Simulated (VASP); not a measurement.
# GaReSi (P4/nmm) in VASP: density of states with PBE

Aim: the density of states of GaReSi with PBE.

Everything below comes from runs of VASP 6.6.1. Logs are shortened: lines on timing, memory, paths and dates and some standing lists are left out, and cuts for length are marked.

### Step 1. The cell of the first run

It takes space group P4/nmm (No. 129, tetragonal). Conventional cell: a = 3.210 Å, b = 3.210 Å, c = 8.115 Å, α = 90.00°, β = 90.00°, γ = 90.00°. Within 3.5 Å of Ga (site symmetry 4mm) lie 8 Ga at 2.67 to 3.21 Å and 1 Si at 2.67 Å and 5 Re at 2.72 to 2.90 Å. Si (site symmetry 4mm) has 5 Re at 2.54 to 2.55 Å and 8 Si at 2.65 to 3.21 Å and 1 Ga at 2.67 Å within 3.4 Å. Re (site symmetry 4mm) has 5 Si at 2.54 to 2.55 Å and 5 Ga at 2.72 to 2.90 Å and 4 Re at 3.21 Å within 3.4 Å.

### Step 2. Density of states, PBE

File POSCAR:

```
GaReSi
1.0
    3.2103103542      0.0000000000      0.0000000000
    0.0000000000      3.2103103542      0.0000000000
    0.0000000000      0.0000000000      8.1154343491
Ga Si Re
2 2 2
Direct
    0.5000000000      0.0000000000      0.9136582377
    0.0000000000      0.5000000000      0.0863417623
    0.0000000000      0.5000000000      0.4155231367
    0.5000000000      0.0000000000      0.5844768633
    0.0000000000      0.5000000000      0.7287746583
    0.5000000000      0.0000000000      0.2712253417
```

File INCAR.step1:

```
SYSTEM = GaReSi
ALGO = Normal ; EDIFF = 1E-7
ENCUT = 520 ; GGA = PE
ISIF = 2 ; ISMEAR = 0
LASPH = .True. ; LCHARG = .True.
LMAXMIX = 4 ; LREAL = .False.
LWAVE = .False. ; NBANDS = 33
NELM = 100 ; PREC = Accurate
SIGMA = 0.01
```

File KPOINTS.step1:

```
k-points
0
Gamma
  12 12 6
  0 0 0
```

File INCAR.step2:

```
SYSTEM = GaReSi
ALGO = Normal ; EDIFF = 1E-7
ENCUT = 520 ; GGA = PE
ICHARG = 11 ; ISIF = 2
ISMEAR = -5 ; LASPH = .True.
LCHARG = .False. ; LMAXMIX = 4
LORBIT = 10 ; LREAL = .False.
LWAVE = .False. ; NEDOS = 1001
NELM = 100 ; PREC = Accurate
SIGMA = 0.01
```

File KPOINTS.step2:

```
k-points
0
Gamma
  18 18 9
  0 0 0
```

Potentials or basis: VASP PAW PBE potentials, release 64 (Ga_d, Si, Re).

On the command line:

```bash
$ cat potpaw_PBE.64/Ga_d/POTCAR potpaw_PBE.64/Si/POTCAR potpaw_PBE.64/Re/POTCAR > POTCAR
$ cp INCAR.step1 INCAR
$ cp KPOINTS.step1 KPOINTS
$ mpirun -np 1 vasp_std > vasp.out
$ cp INCAR.step2 INCAR
$ cp KPOINTS.step2 KPOINTS
$ mpirun -np 1 vasp_std > vasp.out
```

OUTCAR:

```text
SYSTEM = GaReSi
   EDIFF = 1E-7
   ENCUT = 520
   GGA = PE
   ICHARG = 11
   ISIF = 2
   ISMEAR = -5
   LASPH = .True.
   LORBIT = 10
   LREAL = .False.
   NELM = 100
   PREC = Accurate

 ion  position               nearest neighbor table
   1  0.500  0.000  0.914-   2 2.67   2 2.67   2 2.67   2 2.67   4 2.67   5 2.72   5 2.72   5 2.72
                             5 2.72   6 2.90
   2  0.000  0.500  0.086-   1 2.67   1 2.67   1 2.67   1 2.67   3 2.67   6 2.72   6 2.72   6 2.72
                             6 2.72   5 2.90
   3  0.000  0.500  0.416-   5 2.54   6 2.55   6 2.55   6 2.55   6 2.55   4 2.65   4 2.65   4 2.65
                             4 2.65   2 2.67
   4  0.500  0.000  0.584-   6 2.54   5 2.55   5 2.55   5 2.55   5 2.55   3 2.65   3 2.65   3 2.65
                             3 2.65   1 2.67
   5  0.000  0.500  0.729-   3 2.54   4 2.55   4 2.55   4 2.55   4 2.55   1 2.72   1 2.72   1 2.72
                             1 2.72   2 2.90
   6  0.500  0.000  0.271-   4 2.54   3 2.55   3 2.55   3 2.55   3 2.55   2 2.72   2 2.72   2 2.72
                             2 2.72   1 2.90

  LATTYP: Found a simple tetragonal cell.
 ALAT       =     3.2103103542
 C/A-ratio  =     2.5279282853

  Lattice vectors:

 A1 = (   3.2103103542,   0.0000000000,   0.0000000000)
 A2 = (   0.0000000000,   3.2103103542,   0.0000000000)
 A3 = (   0.0000000000,   0.0000000000,   8.1154343491)

Analysis of symmetry for initial positions (statically):
=====================================================================
 Subroutine PRICEL returns:
 Original cell was already a primitive cell.

 Routine SETGRP: Setting up the symmetry group for a
 simple tetragonal supercell.

 Subroutine GETGRP returns: Found 16 space group operations
 (whereof  8 operations were pure point group operations)
 out of a pool of 16 trial point group operations.

The static configuration has the point symmetry D_2d.
 The point group associated with its full space group is D_4h.

Analysis of symmetry for dynamics (positions and initial velocities):
=====================================================================
 Subroutine PRICEL returns:
 Original cell was already a primitive cell.

 Routine SETGRP: Setting up the symmetry group for a
 simple tetragonal supercell.

 Subroutine GETGRP returns: Found 16 space group operations
 (whereof  8 operations were pure point group operations)
 out of a pool of 16 trial point group operations.

The dynamic configuration has the point symmetry D_2d.
 The point group associated with its full space group is D_4h.

 Subroutine INISYM returns: Found 16 space group operations
 (whereof  8 operations are pure point group operations),
 and found     1 'primitive' translations

----------------------------------------------------------------------------------------

                                     Primitive cell

  volume of cell :      83.6384

  direct lattice vectors                    reciprocal lattice vectors
     3.210310354  0.000000000  0.000000000     0.311496363  0.000000000  0.000000000
     0.000000000  3.210310354  0.000000000     0.000000000  0.311496363  0.000000000
     0.000000000  0.000000000  8.115434349     0.000000000  0.000000000  0.123221994

  length of vectors
     3.210310354  3.210310354  8.115434349     0.311496363  0.311496363  0.123221994

  position of ions in fractional coordinates (direct lattice)
     0.500000000  0.000000000  0.913658238
     0.000000000  0.500000000  0.086341762
     0.000000000  0.500000000  0.415523137
     0.500000000  0.000000000  0.584476863
     0.000000000  0.500000000  0.728774658
     0.500000000  0.000000000  0.271225342

  ion indices of the primitive-cell ions
   primitive index   ion index
                 1           1
                 2           2
                 3           3
                 4           4
                 5           5
                 6           6

----------------------------------------------------------------------------------------

 KPOINTS: k-points

Automatic generation of k-mesh.
 Grid dimensions read from file:
 generate k-points for:   18   18    9

 Generating k-lattice:

  Cartesian coordinates                     Fractional coordinates (reciprocal lattice)
     0.017305354  0.000000000  0.000000000     0.055555556  0.000000000  0.000000000
     0.000000000  0.017305354  0.000000000     0.000000000  0.055555556  0.000000000
     0.000000000  0.000000000  0.013691333     0.000000000  0.000000000  0.111111111

  Length of vectors
     0.017305354  0.017305354  0.013691333

  Shift w.r.t. Gamma in fractional coordinates (k-lattice)
     0.000000000  0.000000000  0.000000000

 TETIRR: Found   4383 inequivalent tetrahedra from    17496

 Subroutine IBZKPT returns following result:
 ===========================================

 Found    275 irreducible k-points:

 Following reciprocal coordinates:
            Coordinates               Weight
  0.000000  0.000000  0.000000      1.000000
  0.055556  0.000000  0.000000      4.000000
  0.111111  0.000000  0.000000      4.000000
  0.166667  0.000000  0.000000      4.000000
  0.222222  0.000000  0.000000      4.000000
  0.277778  0.000000  0.000000      4.000000
[... 16 lines left out ...]
  0.277778  0.111111  0.000000      8.000000
  0.333333  0.111111  0.000000      8.000000
 [... further k-points ...]
   k-points           NKPTS =    275   k-points in BZ     NKDIM =    275   number of bands    NBANDS=     28
   number of dos      NEDOS =   1001   number of ions     NIONS =      6
   total plane-waves  NPLWV =  34560
   dimension x,y,z NGX =    24 NGY =   24 NGZ =   60
   dimension x,y,z NGXF=    48 NGYF=   48 NGZF=  120
   ions per type =               2   2   2
   NGX,Y,Z   is equivalent  to a cutoff of  12.43, 12.43, 12.29 a.u.
   NGXF,Y,Z  is equivalent  to a cutoff of  24.86, 24.86, 24.58 a.u.
 SYSTEM =  GaReSi
   PREC   = accura    normal or accurate (medium, high low for compatibility)
   ISTART =      0    job   : 0-new  1-cont  2-samecut
   ICHARG =     11    charge: 1-file 2-atom 10-const
   ISPIN  =      1    spin polarized calculation?
   LNONCOLLINEAR =      F non collinear calculations
   LSORBIT =      F    spin-orbit coupling
   LASPH  =      T    aspherical Exc in radial PAW
   ENCUT  =  520.0 eV  38.22 Ry    6.18 a.u.   5.97  5.97 15.09*2*pi/ulx,y,z
   NELM   =    100;   NELMIN=  2; NELMDL=  0     # of ELM steps
   EDIFF  = 0.1E-06   stopping-criterion for ELM
   LREAL  =      F    real-space projection
   EDIFFG = 0.1E-05   stopping-criterion for IOM
   NSW    =      0    number of steps for IOM
   IBRION =     -1    ionic relax: 0-MD 1-quasi-New 2-CG
   NFREE  =      0    steps in history (QN), initial steepest desc. (CG)
   ISIF   =      2    stress and relaxation
   ISYM   =      2    0-nonsym 1-usesym 2-fastsym
   POTIM  = 0.5000    time-step for ionic-motion
   TEBEG  =    0.0;   TEEND  =   0.0 temperature during run
   PSTRESS=    0.0 pullay stress
   NELECT =      48.0000    total number of electrons
   NUPDOWN=      -1.0000    fix difference up-down
   EMIN   =  10.00;   EMAX   =-10.00  energy-range for DOS
   EFERMI =   0.00;   METHOD = LEGACY
   ISMEAR =    -5;   SIGMA  =   0.01  broadening in eV -4-tet -1-fermi 0-gaus
   EFERMI_NEDOS =   21; number of points for ismear=-14 and -15
   IALGO  =     38    algorithm
   IMIX   =      4    mixing-type and parameters
     AMIX     =   0.40;   BMIX     =  1.00
     AMIX_MAG =   1.60;   BMIX_MAG =  1.00
  volume/ion in A,a.u.               =      13.94        94.07
  Fermi-wavevector in a.u.,A,eV,Ry     =   1.360463  2.570902 25.182462  1.850859
  Thomas-Fermi vector in A             =   2.487123
   LORBIT       =     10    0 simple, 1 ext, 2 COOP (PROOUT), +10 PAW based schemes
   GGA     = PE    functional components
   LHFCALC =     F    Hartree Fock is set to
   AEXX    =    0.0000 exact exchange contribution
   IVDW    =     0    specifies the selected vdW correction
   LEPSILON=     F    determine dielectric tensor
   LRPA    =     F    only Hartree local field effects (RPA)
 non-spin polarized calculation
 Fermi weights with tetrahedron method with Bloechl corrections
  energy-cutoff  :      520.00
  volume of cell :       83.64
 maximum number of plane-waves:      2280
 NGX is ok and might be reduce to    24

 number of electron      48.0000009 magnetization

 Free energy of the ion-electron system (eV)
  ---------------------------------------------------
  ext. energy  EPLUGINS =         0.00000000
  ---------------------------------------------------
  free energy    TOTEN  =       -43.28517287 eV

  energy without entropy =      -43.28517287  energy(sigma->0) =      -43.28517287

 E-fermi :   9.2079     XC(G=0): -12.6659

 val. band max:        9.1885349542   @ k =   0.0000   0.0000   0.4444
 cond. band min:       9.3645877193   @ k =   0.2222   0.0000   0.0000
 fundamental gap:      0.1760527651
 Fermi energy:         9.2079143804

 k-point     1 :       0.0000    0.0000    0.0000
  band No.  band energies     occupation
      1      -5.9837      2.00000
      2      -5.9061      2.00000
      3      -5.8504      2.00000
      4      -5.8034      2.00000
      5      -5.8034      2.00000
      6      -5.6676      2.00000
[... 20 lines left out ...]
     27      12.3431      0.00000
     28      13.2049      0.00000

 k-point     2 :       0.0556    0.0000    0.0000
  band No.  band energies     occupation
      1      -5.9798      2.00000
      2      -5.9042      2.00000
      3      -5.8538      2.00000
      4      -5.8066      2.00000
      5      -5.8021      2.00000
      6      -5.6769      2.00000
[... 20 lines left out ...]
     27      12.3455      0.00000
     28      13.1181      0.00000

 k-point     3 :       0.1111    0.0000    0.0000
  band No.  band energies     occupation
      1      -5.9699      2.00000
      2      -5.8973      2.00000
      3      -5.8632      2.00000
      4      -5.8156      2.00000
      5      -5.7976      2.00000
      6      -5.7037      2.00000
[... 20 lines left out ...]
     27      12.2302      0.00000
     28      12.6807      0.00000

 k-point     4 :       0.1667    0.0000    0.0000
  band No.  band energies     occupation
      1      -5.9598      2.00000
      2      -5.8815      2.00000
      3      -5.8763      2.00000
      4      -5.8295      2.00000
      5      -5.7889      2.00000
      6      -5.7376      2.00000
[... 20 lines left out ...]
     27      11.6947      0.00000
     28      12.2662      0.00000

 k-point     5 :       0.2222    0.0000    0.0000
  band No.  band energies     occupation
      1      -5.9542      2.00000
      2      -5.8908      2.00000
      3      -5.8538      2.00000
      4      -5.8467      2.00000
      5      -5.7753      2.00000
      6      -5.7742      2.00000
[... 20 lines left out ...]
     27      11.9184      0.00000
     28      12.0369      0.00000

 k-point     6 :       0.2778    0.0000    0.0000
  band No.  band energies     occupation
      1      -5.9521      2.00000
      2      -5.9043      2.00000
      3      -5.8653      2.00000
      4      -5.8170      2.00000
      5      -5.8109      2.00000
      6      -5.7570      2.00000
[... 463 lines left out ...]
      5      -5.7967      2.00000
      6      -5.7146      2.00000
[... 20 lines left out ...]
     27      11.9599      0.00000
     28      12.5214      0.00000

 k-point    22 :       0.2222    0.1111    0.0000
  band No.  band energies     occupation
      1      -5.9346      2.00000
      2      -5.9098      2.00000
      3      -5.8670      2.00000
      4      -5.8270      2.00000
      5      -5.7821      2.00000
      6      -5.7473      2.00000
[... 20 lines left out ...]
     27      11.7782      0.00000
     28      11.8754      0.00000

 k-point    23 :       0.2778    0.1111    0.0000
  band No.  band energies     occupation
      1      -5.9336      2.00000
      2      -5.9236      2.00000
      3      -5.8674      2.00000
      4      -5.8086      2.00000
      5      -5.7813      2.00000
      6      -5.7630      2.00000
[... 20 lines left out ...]
     27      11.9413      0.00000
     28      12.4066      0.00000

 k-point    24 :       0.3333    0.1111    0.0000
  band No.  band energies     occupation
      1      -5.9340      2.00000
      2      -5.9336      2.00000
      3      -5.8807      2.00000
      4      -5.8140      2.00000
      5      -5.7729      2.00000
      6      -5.7398      2.00000
[... 20 lines left out ...]
     27      12.1459      0.00000
     28      12.2739      0.00000

 [... further k-points ...]
[... 5 lines left out ...]
  --------------------------------------------------------------------------------------
  -------------------------------------------------------------------------------------
  Total        0.1382414      0.1382414      0.1377852      0.0000000      0.0000000      0.0000000
  in kB        2.6481529      2.6481529      2.6394126      0.0000000      0.0000000      0.0000000
  external PRESSURE =       2.6452394 kB  Pullay stress =       0.0000000 kB

 VOLUME and BASIS-vectors are now :
 -----------------------------------------------------------------------------
  energy-cutoff  :      520.00
  volume of cell :       83.64
      direct lattice vectors                 reciprocal lattice vectors
     3.210310354  0.000000000  0.000000000     0.311496363  0.000000000  0.000000000
     0.000000000  3.210310354  0.000000000     0.000000000  0.311496363  0.000000000
     0.000000000  0.000000000  8.115434349     0.000000000  0.000000000  0.123221994

 POSITION                                       TOTAL-FORCE (eV/Angst)
 -----------------------------------------------------------------------------------
      1.60516      0.00000      7.41473        -0.000000      0.000000      0.003477
      0.00000      1.60516      0.70070        -0.000000      0.000000     -0.003477
      0.00000      1.60516      3.37215         0.000000     -0.000000      0.012837
      1.60516      0.00000      4.74328         0.000000      0.000000     -0.012837
      0.00000      1.60516      5.91432         0.000000      0.000000     -0.007913
      1.60516      0.00000      2.20111         0.000000      0.000000      0.007913
 -----------------------------------------------------------------------------------
    total drift:                                0.000000      0.000000      0.000000

  FREE ENERGIE OF THE ION-ELECTRON SYSTEM (eV)
  ---------------------------------------------------
  free  energy   TOTEN  =       -43.2851728712 eV

  energy  without entropy=      -43.2851728712  energy(sigma->0) =      -43.28517287

 total charge

# of ion       s       p       d       tot
------------------------------------------
    1        0.884   0.829  10.037  11.750
    2        0.884   0.829  10.037  11.750
    3        0.724   0.886   0.000   1.611
    4        0.724   0.886   0.000   1.611
    5        0.501   0.562   5.033   6.096
    6        0.501   0.562   5.033   6.096
--------------------------------------------------
tot          4.219   4.554  30.140  38.913
```

Wall time 17 min (1 thread of AMD EPYC 7R43 (Zen 3), shared host); peak memory 0.62 GiB.

Results:

* Valence electrons inside the program's atomic spheres: Ga 11.75; Si 1.61; Re 6.10

Caveat: spin-orbit coupling is left out, which moves the levels of the heavy elements.
